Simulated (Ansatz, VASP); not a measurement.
# One calculation of Al2Cu, two programs

```
Al Cu
1.0
    -2.93535    2.93535    2.39245
     2.93535   -2.93535    2.39245
     2.93535    2.93535   -2.39245
Al Cu
4 2
Direct
  0.15872 0.65872 0.81744
  0.65872 0.84128 0.50000
  0.84128 0.34128 0.18256
  0.34128 0.15872 0.50000
  0.75000 0.75000 0.00000
  0.25000 0.25000 0.00000
```

Alike in both runs: task single point; functional PBE; k mesh 10 × 10 × 10; occupations gaussian, width 0.15 eV; no spin polarisation.

```csv
,VASP,Ansatz
version,VASP 6.6.1,Ansatz 0.2.0
potentials or method,"VASP PAW PBE potentials, release 64 (Al, Cu), cutoff 520 eV","scalar-relativistic, plane waves, PAW"
valence electrons in the cell,34,50
```

VASP gave:

- gap on the k mesh at the Fermi level (eV): none
- pressure (GPa): 10.2
- traceless stress, the component that is largest in VASP (GPa): -1.08
- rms of the force components (eV/Å): 0.014

Task: Estimate Ansatz's values.

Result: gap on the k mesh at the Fermi level (eV): none; pressure (GPa): 9.8; traceless stress, the component that is largest in VASP (GPa): -1.11; rms of the force components (eV/Å): 0.013.

Atom by atom the forces differ by 0.001 eV/Å (rms over components). A gap of «none» marks a metal or a gap that the smearing closes. VASP's potentials hold 34 valence electrons a cell and Ansatz's 50, so a difference there can come from the potentials and not from the codes.
